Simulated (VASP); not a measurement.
# ScSi2O3 (R-3m) in VASP: notebook

The runs below take ScSi2O3 through single point, with PBE.

All numbers are computed with VASP 6.6.1; they aren't measurements. Logs are shortened: lines on timing, memory, paths and dates and some standing lists are left out, and cuts for length are marked.

## Step 1: The cell of the first run

It takes space group R-3m (No. 166, trigonal). The conventional cell has a = 4.886 Å, b = 4.886 Å, c = 10.705 Å, α = 90.00°, β = 90.00°, γ = 120.00°. Sc (site symmetry -3m) has 6 O at 2.27 Å and 6 Si at 2.85 Å within 3.0 Å. Within 3.4 Å of Si (site symmetry 3m) lie 9 O at 2.61 to 2.80 Å and 4 Si at 2.73 to 2.94 Å and 3 Sc at 2.85 Å. O (site symmetry 2/m) has 2 Sc at 2.27 Å and 4 O at 2.44 Å and 6 Si at 2.61 to 2.80 Å within 3.0 Å.

## Step 2: Single point, PBE, collinear spin, ferromagnetic start

Input file INCAR:

```
SYSTEM = ScSi2O3
ALGO     = Normal         ! electronic algorithm
EDIFF    = 1E-6           ! SCF threshold, eV
ENCUT    = 520            ! plane-wave cutoff, eV
GGA      = PE             ! functional
ISIF     = 2              ! what is computed and relaxed
ISMEAR   = 0              ! smearing method
ISPIN    = 2              ! spin polarisation
LASPH    = .TRUE.         ! aspherical terms in the spheres
LCHARG   = .FALSE.        ! write CHGCAR
LMAXMIX  = 4              ! l up to which the mixer works
LORBIT   = 11             ! projections on sites
LREAL    = .FALSE.        ! projectors in reciprocal space
LWAVE    = .FALSE.        ! write WAVECAR
MAGMOM   = 0 0 0 1 1 1    ! initial moments
NBANDS   = 32             ! bands
NELM     = 150            ! most SCF steps
PREC     = Accurate       ! precision mode
SIGMA    = 0.1            ! smearing width, eV
```

Input file KPOINTS:

```
k-points
0
G
  6 6 6
  0 0 0
```

Input file POSCAR:

```
ScSi2O3
1.0
    2.4432287500      1.4105987800      3.5683064700
   -2.4432287500      1.4105987800      3.5683064700
    0.0000000000     -2.8211975500      3.5683064700
Sc Si O
1 2 3
Direct
    0.0000000000      0.0000000000      0.0000000000
    0.6276879900      0.6276879900      0.6276879900
    0.3723120100      0.3723120100      0.3723120100
    0.0000000000      0.5000000000      0.0000000000
    0.5000000000      0.0000000000      0.0000000000
    0.0000000000      0.0000000000      0.5000000000
```

Potentials or basis: VASP PAW PBE potentials, release 64 (Sc_sv, Si, O).

Started as:

```sh
$ cat potpaw_PBE.64/Sc_sv/POTCAR potpaw_PBE.64/Si/POTCAR potpaw_PBE.64/O/POTCAR > POTCAR
$ mpirun -np 1 vasp_std > vasp.out
```

OUTCAR:

```text
SYSTEM = ScSi2O3
   EDIFF = 1E-6
   ENCUT = 520
   GGA = PE
   ISIF = 2
   ISMEAR = 0
   ISPIN = 2
   LASPH = .TRUE.
   LORBIT = 11
   LREAL = .FALSE.
   NELM = 150
   PREC = Accurate

 ion  position               nearest neighbor table
   1  0.000  0.000  0.000-   6 2.27   6 2.27   4 2.27   5 2.27   4 2.27   5 2.27   3 2.85   2 2.85
                             3 2.85   2 2.85   3 2.85   2 2.85
   2  0.628  0.628  0.628-   3 2.73   1 2.85   1 2.85   1 2.85   3 2.94   3 2.94   3 2.94
   3  0.372  0.372  0.372-   2 2.73   1 2.85   1 2.85   1 2.85   2 2.94   2 2.94   2 2.94
   4  0.000  0.500  0.000-   1 2.27   1 2.27
   5  0.500  0.000  0.000-   1 2.27   1 2.27
   6  0.000  0.000  0.500-   1 2.27   1 2.27

  LATTYP: Found a trigonal (rhomboedric) cell.
 ALAT       =     4.5488423480
 COS(alpha) =     0.4230256786

  Lattice vectors:

 A1 = (   2.4432287500,   1.4105987800,   3.5683064700)
 A2 = (  -2.4432287500,   1.4105987800,   3.5683064700)
 A3 = (   0.0000000000,  -2.8211975500,   3.5683064700)

Analysis of symmetry for initial positions (statically):
=====================================================================
 Subroutine PRICEL returns:
 Original cell was already a primitive cell.

 Routine SETGRP: Setting up the symmetry group for a
 trigonal (rhombohedral) supercell.

 Subroutine GETGRP returns: Found 12 space group operations
 (whereof 12 operations were pure point group operations)
 out of a pool of 12 trial point group operations.

The static configuration has the point symmetry D_3d.

Analysis of symmetry for dynamics (positions and initial velocities):
=====================================================================
 Subroutine PRICEL returns:
 Original cell was already a primitive cell.

 Routine SETGRP: Setting up the symmetry group for a
 trigonal (rhombohedral) supercell.

 Subroutine GETGRP returns: Found 12 space group operations
 (whereof 12 operations were pure point group operations)
 out of a pool of 12 trial point group operations.

The dynamic configuration has the point symmetry D_3d.

Analysis of structural, dynamic, and magnetic symmetry:
=====================================================================
 Subroutine PRICEL returns:
 Original cell was already a primitive cell.

 Routine SETGRP: Setting up the symmetry group for a
 trigonal (rhombohedral) supercell.

 Subroutine GETGRP returns: Found 12 space group operations
 (whereof 12 operations were pure point group operations)
 out of a pool of 12 trial point group operations.

The overall configuration has the point symmetry D_3d.

 Subroutine INISYM returns: Found 12 space group operations
 (whereof 12 operations are pure point group operations),
 and found     1 'primitive' translations

----------------------------------------------------------------------------------------

                                     Primitive cell

  volume of cell :      73.7872

  direct lattice vectors                    reciprocal lattice vectors
     2.443228750  1.410598780  3.568306470     0.204647232  0.118153134  0.093414996
    -2.443228750  1.410598780  3.568306470    -0.204647232  0.118153134  0.093414996
     0.000000000 -2.821197550  3.568306470     0.000000000 -0.236306269  0.093414996

  length of vectors
     4.548842348  4.548842348  4.548842345     0.254100401  0.254100401  0.254100401

  position of ions in fractional coordinates (direct lattice)
     0.000000000  0.000000000  0.000000000
     0.627687990  0.627687990  0.627687990
     0.372312010  0.372312010  0.372312010
     0.000000000  0.500000000  0.000000000
     0.500000000  0.000000000  0.000000000
     0.000000000  0.000000000  0.500000000

  ion indices of the primitive-cell ions
   primitive index   ion index
                 1           1
                 2           2
                 3           3
                 4           4
                 5           5
                 6           6

----------------------------------------------------------------------------------------

 KPOINTS: k-points

Automatic generation of k-mesh.
 Grid dimensions read from file:
 generate k-points for:    6    6    6

 Generating k-lattice:

  Cartesian coordinates                     Fractional coordinates (reciprocal lattice)
     0.034107872  0.019692189  0.015569166     0.166666667  0.000000000 -0.000000000
    -0.034107872  0.019692189  0.015569166     0.000000000  0.166666667 -0.000000000
     0.000000000 -0.039384378  0.015569166     0.000000000  0.000000000  0.166666667

  Length of vectors
     0.042350067  0.042350067  0.042350067

  Shift w.r.t. Gamma in fractional coordinates (k-lattice)
     0.000000000  0.000000000  0.000000000

 Subroutine IBZKPT returns following result:
 ===========================================

 Found     32 irreducible k-points:

 Following reciprocal coordinates:
            Coordinates               Weight
  0.000000  0.000000  0.000000      1.000000
[... 54 lines left out ...]
   AEXX    =    0.0000 exact exchange contribution
   IVDW    =     0    specifies the selected vdW correction
   LEPSILON=     F    determine dielectric tensor
   LRPA    =     F    only Hartree local field effects (RPA)
 spin polarized calculation
 Gauss-broadening in eV      SIGMA  =   0.10
  energy-cutoff  :      520.00
  volume of cell :       73.79
 maximum number of plane-waves:      2002
 NGX is ok and might be reduce to    36
   NGX = 17   NGY = 17   NGZ = 17

 number of electron      37.0000004 magnetization      -0.0006325

 number of electron      37.0000004 magnetization       0.0003336

 Free energy of the ion-electron system (eV)
  ---------------------------------------------------
  ext. energy  EPLUGINS =         0.00000000
  ---------------------------------------------------
  free energy    TOTEN  =       -34.32798683 eV

  energy without entropy =      -34.29418206  energy(sigma->0) =      -34.31108445

 E-fermi :   5.7806     XC(G=0): -11.1832

 val. band max:        5.7576891883   @ k =   0.5000   0.3333   0.1667
 cond. band min:       5.7832905870   @ k =  -0.3333   0.3333   0.3333
 fundamental gap:      0.0256013987
 Fermi energy:         5.7805952219

 spin component 1

 k-point     1 :       0.0000    0.0000    0.0000
  band No.  band energies     occupation
      1     -43.1359      1.00000
      2     -21.8984      1.00000
      3     -21.8984      1.00000
      4     -21.5817      1.00000
      5     -12.6215      1.00000
      6     -10.7350      1.00000
[... 22 lines left out ...]
     29      12.2359      0.00000
     30      14.1440      0.00000
[... 728 lines left out ...]
  band No.  band energies     occupation
      1     -43.1347      1.00000
      2     -21.9205      1.00000
      3     -21.9150      1.00000
      4     -21.6325      1.00000
      5     -11.6520      1.00000
      6     -11.3551      1.00000
[... 22 lines left out ...]
     29      12.1151      0.00000
     30      13.9678      0.00000

 [... further k-points ...]

 spin component 2

 k-point     1 :       0.0000    0.0000    0.0000
  band No.  band energies     occupation
      1     -43.1359      1.00000
      2     -21.8984      1.00000
      3     -21.8984      1.00000
      4     -21.5817      1.00000
      5     -12.6213      1.00000
      6     -10.7348      1.00000
[... 22 lines left out ...]
     29      12.2360      0.00000
     30      14.1440      0.00000
[... 728 lines left out ...]
  band No.  band energies     occupation
      1     -43.1347      1.00000
      2     -21.9205      1.00000
      3     -21.9150      1.00000
      4     -21.6325      1.00000
      5     -11.6518      1.00000
      6     -11.3549      1.00000
[... 22 lines left out ...]
     29      12.1151      0.00000
     30      13.9679      0.00000

 [... further k-points ...]

 [bands above 30 left out]

------------------------ aborting loop because EDIFF is reached ----------------------------------------

  FORCE on cell =-STRESS in cart. coord.  units (eV):
  Direction    XX          YY          ZZ          XY          YZ          ZX
  --------------------------------------------------------------------------------------
  -------------------------------------------------------------------------------------
  Total        5.5882540      5.5882540    -19.6589143      0.0000000     -0.0000000     -0.0000000
  in kB      121.3404756    121.3404757   -426.8635600      0.0000000     -0.0000004     -0.0000000
  external PRESSURE =     -61.3942029 kB  Pullay stress =       0.0000000 kB

 VOLUME and BASIS-vectors are now :
 -----------------------------------------------------------------------------
  energy-cutoff  :      520.00
  volume of cell :       73.79
      direct lattice vectors                 reciprocal lattice vectors
     2.443228750  1.410598780  3.568306470     0.204647232  0.118153134  0.093414996
    -2.443228750  1.410598780  3.568306470    -0.204647232  0.118153134  0.093414996
     0.000000000 -2.821197550  3.568306470     0.000000000 -0.236306269  0.093414996

 POSITION                                       TOTAL-FORCE (eV/Angst)
 -----------------------------------------------------------------------------------
      0.00000      0.00000      0.00000        -0.000000      0.000000     -0.000000
      0.00000      0.00000      6.71935        -0.000000      0.000000      0.769788
      0.00000      0.00000      3.98557        -0.000000     -0.000000     -0.769788
     -1.22161      0.70530      1.78415        -0.000000      0.000000      0.000000
      1.22161      0.70530      1.78415        -0.000000      0.000000     -0.000000
      0.00000     -1.41060      1.78415         0.000000      0.000000      0.000000
 -----------------------------------------------------------------------------------
    total drift:                               -0.000000      0.000000     -0.000000

  FREE ENERGIE OF THE ION-ELECTRON SYSTEM (eV)
  ---------------------------------------------------
  free  energy   TOTEN  =       -34.3279868311 eV

  energy  without entropy=      -34.2941820602  energy(sigma->0) =      -34.31108445

 total charge

# of ion       s       p       d       tot
------------------------------------------
    1        2.180   6.175   1.059   9.413
    2        0.932   0.527   0.000   1.459
    3        0.932   0.527   0.000   1.459
    4        1.603   3.237   0.000   4.839
    5        1.603   3.237   0.000   4.839
    6        1.603   3.237   0.000   4.839
--------------------------------------------------
tot          8.852  16.938   1.059  26.850

 magnetization (x)

# of ion       s       p       d       tot
------------------------------------------
    1        0.000  -0.000   0.000   0.000
    2       -0.000   0.000   0.000   0.000
    3       -0.000   0.000   0.000   0.000
    4       -0.000   0.000   0.000   0.000
    5       -0.000   0.000   0.000   0.000
    6       -0.000   0.000   0.000   0.000
--------------------------------------------------
tot         -0.000   0.001   0.000   0.001
```

It took 5.8 min on 1 thread of Intel Xeon 8259CL, shared host; peak memory 0.31 GiB.

What came out:

* Free energy: -34.3280 eV
* Pressure: -6.1 GPa
* Largest force: 0.770 eV/Å
* Net moment: 0.00 μB per cell
* Valence electrons inside the program's atomic spheres: Sc 9.41; Si 1.46; O 4.84

Forces on the atoms (eV/Å):
```
Sc   0.000  0.000  0.000
Si   0.000  0.000  0.770
Si   0.000  0.000 -0.770
O    0.000  0.000  0.000
O    0.000  0.000  0.000
O    0.000  0.000  0.000
```

Stress tensor (GPa, compression positive):
```
 12.13   0.00   0.00
  0.00  12.13   0.00
  0.00   0.00 -42.69
```

## Step 3: Single point, PBE, collinear spin, ferromagnetic start

This run uses another cell than the first one, of 13.18 Å³/atom, 1.072 times its volume.

Input file INCAR:

```
SYSTEM = ScSi2O3
  ALGO = Normal
  EDIFF = 1E-6
  ENCUT = 520
  GGA = PE
  ISIF = 2
  ISMEAR = 0
  ISPIN = 2
  LASPH = .True.
  LCHARG = .False.
  LMAXMIX = 4
  LORBIT = 11
  LREAL = .False.
  LWAVE = .False.
  MAGMOM = 0 0 0 1 1 1
  NBANDS = 32
  NELM = 150
  PREC = Accurate
  SIGMA = 0.1
```

Input file KPOINTS:

```
k-points
0
Gamma
  6 6 6
  0 0 0
```

Input file POSCAR:

```
ScSi2O3
1.0
    2.4876343215      1.4362363469      3.6891090845
   -2.4876343215      1.4362363469      3.6891090845
    0.0000000000     -2.8724726886      3.6891090866
Sc Si O
1 2 3
Direct
    0.0000000000      0.0000000000      0.0000000000
    0.7435610928      0.7435610928      0.7435610928
    0.2564389072      0.2564389072      0.2564389072
    0.0000000000      0.5000000000      0.0000000000
    0.5000000000      0.0000000000      0.0000000000
    0.0000000000      0.0000000000      0.5000000000
```

Potentials or basis: VASP PAW PBE potentials, release 64 (Sc_sv, Si, O).

Started as:

```sh
$ cat potpaw_PBE.64/Sc_sv/POTCAR potpaw_PBE.64/Si/POTCAR potpaw_PBE.64/O/POTCAR > POTCAR
$ mpirun -np 1 vasp_std > vasp.out
```

Wall time 4.6 min (1 thread of Intel Xeon 8259CL, shared host); peak memory 0.31 GiB.

It converged, with:

```
Free energy                                           : -43.0205 eV
Pressure                                              : 0.3 GPa
Largest force                                         : 0.018 eV/Å
Net moment                                            : 0.00 μB per cell
Valence electrons inside the program's atomic spheres : Sc 9.31; Si 1.53; O 5.16
```

Forces in eV/Å, atoms in the order of the input:
```
Sc   0.000  0.000  0.000
Si   0.000  0.000 -0.018
Si   0.000  0.000  0.018
O    0.000  0.000  0.000
O    0.000  0.000  0.000
O    0.000  0.000  0.000
```

Levels at points of the mesh, in eV from the Fermi level:
Spin up:
| k point | band 14 | band 15 | band 16 | band 17 | band 18 | band 19 | band 20 | band 21 | band 22 | band 23 |
| --- | --- | --- | --- | --- | --- | --- | --- | --- | --- | --- |
| (0.00, 0.00, 0.00) | -6.30 | -3.89 | -3.89 | -3.07 | -1.22 | -1.22 | -0.02 | 1.26 | 1.61 | 1.61 |
| (0.50, 0.00, 0.00) | -5.31 | -5.29 | -4.32 | -3.61 | -2.85 | 0.54 | 0.74 | 1.75 | 1.79 | 1.85 |
| (0.50, 0.50, 0.00) | -5.89 | -5.42 | -3.66 | -3.02 | -1.74 | 0.00 | 0.91 | 0.96 | 1.94 | 2.29 |
| (0.50, 0.50, 0.50) | -4.43 | -4.43 | -3.03 | -2.53 | -2.26 | 0.75 | 0.75 | 2.53 | 3.46 | 3.46 |
Spin down:
| k point | band 16 | band 17 | band 18 | band 19 | band 20 | band 21 |
| --- | --- | --- | --- | --- | --- | --- |
| (0.00, 0.00, 0.00) | -3.89 | -3.07 | -1.22 | -1.22 | -0.02 | 1.26 |
| (0.50, 0.00, 0.00) | -4.32 | -3.61 | -2.85 | 0.54 | 0.74 | 1.75 |
| (0.50, 0.50, 0.00) | -3.66 | -3.02 | -1.74 | 0.00 | 0.91 | 0.96 |
| (0.50, 0.50, 0.50) | -3.03 | -2.53 | -2.26 | 0.75 | 0.75 | 2.53 |

## Step 4: Single point, PBE

This run uses another cell than the first one, of 13.18 Å³/atom, 1.072 times its volume.

Input file INCAR:

```
SYSTEM = ScSi2O3
PREC = Accurate ; ENCUT = 520
EDIFF = 1E-6 ; ISMEAR = 0
SIGMA = 0.1 ; LREAL = .False.
LASPH = .True. ; NELM = 80
ALGO = Normal ; ISIF = 2
LWAVE = .False. ; LCHARG = .False.
GGA = PE ; NBANDS = 28
```

Input file KPOINTS:

```
Automatic mesh
0
Gamma
  12 12 12
  0 0 0
```

Changes to POSCAR since step 3:

```diff
@@ -2,5 +2,5 @@
 1.0
-    2.4876343215      1.4362363469      3.6891090845
-   -2.4876343215      1.4362363469      3.6891090845
-    0.0000000000     -2.8724726886      3.6891090866
+    2.4876343215      1.4362363451      3.6891090852
+   -2.4876343215      1.4362363451      3.6891090852
+    0.0000000000     -2.8724726903      3.6891090852
 Sc Si O
```

Started as:

```sh
$ cat potpaw_PBE.64/Sc_sv/POTCAR potpaw_PBE.64/Si/POTCAR potpaw_PBE.64/O/POTCAR > POTCAR
$ mpirun -np 1 vasp_std > vasp.out
```

Run time: 11 min. Hardware: 1 thread of Intel Xeon 8259CL, shared host; peak memory 0.48 GiB.

The run converged. Its results:

* Free energy: -43.0165 eV
* Pressure: 0.3 GPa
* Largest force: 0.018 eV/Å

Forces on the atoms (eV/Å):
```
Sc   0.000  0.000  0.000
Si   0.000  0.000 -0.018
Si   0.000  0.000  0.018
O    0.000  0.000  0.000
O    0.000  0.000  0.000
O    0.000  0.000  0.000
```

Stress tensor (GPa, compression positive):
```
0.29 0.00 0.00
0.00 0.29 0.00
0.00 0.00 0.20
```

Levels at points of the mesh, in eV from the Fermi level:
| k point | band 16 | band 17 | band 18 | band 19 | band 20 | band 21 |
| --- | --- | --- | --- | --- | --- | --- |
| (0.00, 0.00, 0.00) | -3.92 | -3.11 | -1.25 | -1.25 | -0.05 | 1.23 |
| (0.50, 0.00, 0.00) | -4.36 | -3.65 | -2.89 | 0.50 | 0.70 | 1.72 |
| (0.50, 0.50, 0.00) | -3.70 | -3.05 | -1.78 | -0.03 | 0.87 | 0.93 |
| (0.50, 0.50, 0.50) | -3.07 | -2.56 | -2.30 | 0.71 | 0.71 | 2.50 |

Caveat: an odd number of electrons without spin polarisation forces a metal; a magnetic or distorted state may lie lower.

## Step 5: The runs side by side

| spin | cell | k mesh | gap on the mesh (eV) | pressure (GPa) | moment (μB) | largest force (eV/Å) |
| --- | --- | --- | --- | --- | --- | --- |
| collinear, ferromagnetic start | a = 4.549 Å, angles 65.0°, 6 atoms | 6 × 6 × 6 | none | -6.1 | 0.00 | 0.77 |
| collinear, ferromagnetic start | a = 4.676 Å, angles 64.3°, 6 atoms | 6 × 6 × 6 | none | 0.3 | 0.00 | 0.02 |
| off | a = 4.676 Å, angles 64.3°, 6 atoms | 12 × 12 × 12 | none | 0.3 | - | 0.02 |

Alike in all rows: task single point; level PBE; potentials or basis VASP PAW PBE potentials, release 64 (Sc_sv, Si, O); cutoff (eV) 520; smearing gaussian 0.1 eV.

Caveats: an odd number of electrons without spin polarisation forces a metal (some runs); a magnetic or distorted state may lie lower (some runs).

Absolute energies hang on the potentials; compare differences alone.
